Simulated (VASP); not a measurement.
# Fe (Im-3m) in VASP: further runs, part 2 of 2

VASP 6.6.1. Earlier steps stand in the parts before.

## 4. Single point, LDA, collinear spin, ferromagnetic start

Input file INCAR:

```
SYSTEM = Fe
PREC = Accurate
ENCUT = 600
EDIFF = 1E-6
ISMEAR = -1
SIGMA = 0.05
LREAL = .False.
LASPH = .True.
NELM = 200
ALGO = Normal
ISIF = 2
LWAVE = .False.
LCHARG = .False.
ISPIN = 2
MAGMOM = 3
LORBIT = 11
LMAXMIX = 4
GGA = CA
NBANDS = 18
GGA_COMPAT = .False.
```

Input file KPOINTS:

```
Automatic mesh
0
Gamma
  13 13 13
  0 0 0
```

Input file POSCAR:

```
Fe
1.0
   -1.4430000000      1.4430000000      1.4430000000
    1.4430000000     -1.4430000000      1.4430000000
    1.4430000000      1.4430000000     -1.4430000000
Fe
1
Direct
    0.0000000000      0.0000000000      0.0000000000
```

Potentials or basis: VASP PAW LDA potentials, release 64 (Fe_sv).

Started as:

```console
$ cat potpaw_LDA.64/Fe_sv/POTCAR > POTCAR
$ mpirun -np 1 vasp_std > vasp.out
```

OUTCAR:

```text
SYSTEM = Fe
   PREC = Accurate
   ENCUT = 600
   EDIFF = 1E-6
   ISMEAR = -1
   LREAL = .False.
   LASPH = .True.
   NELM = 200
   ISIF = 2
   ISPIN = 2
   LORBIT = 11
   GGA = CA

 ion  position               nearest neighbor table
   1  0.000  0.000  0.000-

  LATTYP: Found a body centered cubic cell.
 ALAT       =     2.8860000000

  Lattice vectors:

 A1 = (  -1.4430000000,   1.4430000000,   1.4430000000)
 A2 = (   1.4430000000,  -1.4430000000,   1.4430000000)
 A3 = (   1.4430000000,   1.4430000000,  -1.4430000000)

Analysis of symmetry for initial positions (statically):
=====================================================================
 Subroutine PRICEL returns:
 Original cell was already a primitive cell.

 Routine SETGRP: Setting up the symmetry group for a
 body centered cubic supercell.

 Subroutine GETGRP returns: Found 48 space group operations
 (whereof 48 operations were pure point group operations)
 out of a pool of 48 trial point group operations.

The static configuration has the point symmetry O_h .

Analysis of symmetry for dynamics (positions and initial velocities):
=====================================================================
 Subroutine PRICEL returns:
 Original cell was already a primitive cell.

 Routine SETGRP: Setting up the symmetry group for a
 body centered cubic supercell.

 Subroutine GETGRP returns: Found 48 space group operations
 (whereof 48 operations were pure point group operations)
 out of a pool of 48 trial point group operations.

The dynamic configuration has the point symmetry O_h .

Analysis of structural, dynamic, and magnetic symmetry:
=====================================================================
 Subroutine PRICEL returns:
 Original cell was already a primitive cell.

 Routine SETGRP: Setting up the symmetry group for a
 body centered cubic supercell.

 Subroutine GETGRP returns: Found 48 space group operations
 (whereof 48 operations were pure point group operations)
 out of a pool of 48 trial point group operations.

The overall configuration has the point symmetry O_h .

 Subroutine INISYM returns: Found 48 space group operations
 (whereof 48 operations are pure point group operations),
 and found     1 'primitive' translations

----------------------------------------------------------------------------------------

                                     Primitive cell

  volume of cell :      12.0187

  direct lattice vectors                    reciprocal lattice vectors
    -1.443000000  1.443000000  1.443000000     0.000000000  0.346500347  0.346500347
     1.443000000 -1.443000000  1.443000000     0.346500347  0.000000000  0.346500347
     1.443000000  1.443000000 -1.443000000     0.346500347  0.346500347  0.000000000

  length of vectors
     2.499349315  2.499349315  2.499349315     0.490025489  0.490025489  0.490025489

  position of ions in fractional coordinates (direct lattice)
     0.000000000  0.000000000  0.000000000

  ion indices of the primitive-cell ions
   primitive index   ion index
                 1           1

----------------------------------------------------------------------------------------

 KPOINTS: Automatic mesh

Automatic generation of k-mesh.
 Grid dimensions read from file:
 generate k-points for:   13   13   13

 Generating k-lattice:

[... 47 lines left out ...]
   dimension x,y,z NGXF=    40 NGYF=   40 NGZF=   40
   ions per type =               1
   NGX,Y,Z   is equivalent  to a cutoff of  13.30, 13.30, 13.30 a.u.
   NGXF,Y,Z  is equivalent  to a cutoff of  26.61, 26.61, 26.61 a.u.
 SYSTEM =  Fe
   PREC   = accura    normal or accurate (medium, high low for compatibility)
   ISTART =      0    job   : 0-new  1-cont  2-samecut
   ICHARG =      2    charge: 1-file 2-atom 10-const
   ISPIN  =      2    spin polarized calculation?
   LNONCOLLINEAR =      F non collinear calculations
   LSORBIT =      F    spin-orbit coupling
   LASPH  =      T    aspherical Exc in radial PAW
   ENCUT  =  600.0 eV  44.10 Ry    6.64 a.u.   4.99  4.99  4.99*2*pi/ulx,y,z
   NELM   =    200;   NELMIN=  2; NELMDL= -5     # of ELM steps
   EDIFF  = 0.1E-05   stopping-criterion for ELM
   LREAL  =      F    real-space projection
   EDIFFG = 0.1E-04   stopping-criterion for IOM
   NSW    =      0    number of steps for IOM
   IBRION =     -1    ionic relax: 0-MD 1-quasi-New 2-CG
   NFREE  =      0    steps in history (QN), initial steepest desc. (CG)
   ISIF   =      2    stress and relaxation
   ISYM   =      2    0-nonsym 1-usesym 2-fastsym
   POTIM  = 0.5000    time-step for ionic-motion
   TEBEG  =    0.0;   TEEND  =   0.0 temperature during run
   PSTRESS=    0.0 pullay stress
   NELECT =      16.0000    total number of electrons
   NUPDOWN=      -1.0000    fix difference up-down
   EMIN   =  10.00;   EMAX   =-10.00  energy-range for DOS
   EFERMI =   0.00;   METHOD = LEGACY
   ISMEAR =    -1;   SIGMA  =   0.05  broadening in eV -4-tet -1-fermi 0-gaus
   EFERMI_NEDOS =   21; number of points for ismear=-14 and -15
   IALGO  =     38    algorithm
   IMIX   =      4    mixing-type and parameters
     AMIX     =   0.40;   BMIX     =  1.00
     AMIX_MAG =   1.60;   BMIX_MAG =  1.00
  volume/ion in A,a.u.               =      12.02        81.11
  Fermi-wavevector in a.u.,A,eV,Ry     =   1.800923  3.403251 44.128101  3.243324
  Thomas-Fermi vector in A             =   2.861551
   LORBIT       =     11    0 simple, 1 ext, 2 COOP (PROOUT), +10 PAW based schemes
   GGA     = CA    functional components
   LHFCALC =     F    Hartree Fock is set to
   AEXX    =    0.0000 exact exchange contribution
   IVDW    =     0    specifies the selected vdW correction
   LEPSILON=     F    determine dielectric tensor
   LRPA    =     F    only Hartree local field effects (RPA)
 spin polarized calculation
  energy-cutoff  :      600.00
  volume of cell :       12.02
 maximum number of plane-waves:       415
   NGX =  9   NGY =  9   NGZ =  9

 number of electron      16.0000007 magnetization       2.1503872

 Free energy of the ion-electron system (eV)
  ---------------------------------------------------
  ext. energy  EPLUGINS =         0.00000000
  ---------------------------------------------------
  free energy    TOTEN  =        -9.14955563 eV

  energy without entropy =       -9.13943926  energy(sigma->0) =       -9.14449744

 E-fermi :  10.8284     XC(G=0): -13.7706

 val. band max:       10.8248198981   @ k =  -0.3077   0.3846   0.2308
 cond. band min:      10.8355599261   @ k =  -0.3846   0.3846   0.0769
 fundamental gap:      0.0107400280
 Fermi energy:        10.8284323570

 spin component 1

 k-point     1 :       0.0000    0.0000    0.0000
  band No.  band energies     occupation
      1     -76.1338      1.00000
      2     -42.4795      1.00000
      3     -42.4795      1.00000
      4     -42.4795      1.00000
      5       2.5950      1.00000
      6       8.6706      1.00000
[... 493 lines left out ...]
     17      44.1052      0.00000
     18      47.3798      0.00000

 [... further k-points ...]

 spin component 2

 k-point     1 :       0.0000    0.0000    0.0000
  band No.  band energies     occupation
      1     -73.7587      1.00000
      2     -40.1654      1.00000
      3     -40.1654      1.00000
      4     -40.1654      1.00000
      5       2.9339      1.00000
      6      10.4428      0.99955
[... 493 lines left out ...]
     17      44.5660      0.00000
     18      47.9524      0.00000

 [... further k-points ...]

------------------------ aborting loop because EDIFF is reached ----------------------------------------

  FORCE on cell =-STRESS in cart. coord.  units (eV):
  Direction    XX          YY          ZZ          XY          YZ          ZX
  --------------------------------------------------------------------------------------
  -------------------------------------------------------------------------------------
  Total       -2.2464479     -2.2464479     -2.2464479      0.0000000     -0.0000000      0.0000000
  in kB     -299.4662987   -299.4662987   -299.4662987      0.0000000     -0.0000000      0.0000000
  external PRESSURE =    -299.4662987 kB  Pullay stress =       0.0000000 kB

 VOLUME and BASIS-vectors are now :
 -----------------------------------------------------------------------------
  energy-cutoff  :      600.00
  volume of cell :       12.02
      direct lattice vectors                 reciprocal lattice vectors
    -1.443000000  1.443000000  1.443000000     0.000000000  0.346500347  0.346500347
     1.443000000 -1.443000000  1.443000000     0.346500347  0.000000000  0.346500347
     1.443000000  1.443000000 -1.443000000     0.346500347  0.346500347  0.000000000

 POSITION                                       TOTAL-FORCE (eV/Angst)
 -----------------------------------------------------------------------------------
      0.00000      0.00000      0.00000         0.000000     -0.000000     -0.000000
 -----------------------------------------------------------------------------------
    total drift:                                0.000000     -0.000000      0.000000

  FREE ENERGIE OF THE ION-ELECTRON SYSTEM (eV)
  ---------------------------------------------------
  free  energy   TOTEN  =        -9.1495556284 eV

  energy  without entropy=       -9.1394392558  energy(sigma->0) =       -9.14449744

 total charge

# of ion       s       p       d       tot
------------------------------------------
    1        2.179   6.023   5.518  13.720

 magnetization (x)

# of ion       s       p       d       tot
------------------------------------------
    1       -0.002  -0.005   2.128   2.121
```

Run time: 22 s. Hardware: 1 thread of Intel Xeon 6975P-C (Granite Rapids), shared host; peak memory 0.14 GiB.

Results:

```yaml
Free_energy: -9.1496 eV
Pressure: -29.9 GPa
Net_moment: 2.15 μB per cell
Site_moments: Fe +2.12 μB
Valence_electrons_inside_the_program's_atomic_spheres: Fe 13.72
```

Levels at points of the mesh, in eV from the Fermi level:
Spin up:
```csv
k point,band 6,band 7,band 8,band 9,band 10,band 11,band 12,band 13
"(0.00, 0.00, 0.00)",-2.16,-2.16,-2.16,-0.92,-0.92,23.85,23.85,23.85
```
Spin down:
```
           k point  band 5  band 6  band 7  band 8  band 9  band 10
(0.00, 0.00, 0.00)   -7.89   -0.39   -0.39   -0.39    1.36     1.36
```

## 5. Overview

```tsv
task	level	potentials or basis	cell	second run	gap on the mesh (eV)	pressure (GPa)	moment (μB)	relaxed volume (Å³/atom)
relaxation of cell and atoms	PBEsol+D3(BJ)	VASP PAW PBE potentials, release 64 (Fe)	relaxed	-	none	0.0	2.03	10.54
relaxation of cell and atoms	PBEsol+D4	VASP PAW PBE potentials, release 64 (Fe)	relaxed	-	none	-0.1	2.05	10.66
single point	LDA	VASP PAW LDA potentials, release 64 (Fe_sv)	as given	valence_matched	none	-29.9	2.15	-
```

Alike in all rows: spin collinear, ferromagnetic start; k mesh 13 × 13 × 13; cutoff (eV) 600; smearing fermi-dirac 0.05 eV.

Caveats: the PAW data sets were made with another functional, which shifts forces and pressure a little (some runs); pairwise dispersion overbinds metals, which lowers pressure and volume (some runs); the volume moved by -12 % from the deposited cell, more than functionals usually miss (some runs); the volume moved by -11 % from the deposited cell, more than functionals usually miss (some runs).

Total energies depend on the potentials used, so only differences within one code and one set of settings carry meaning.
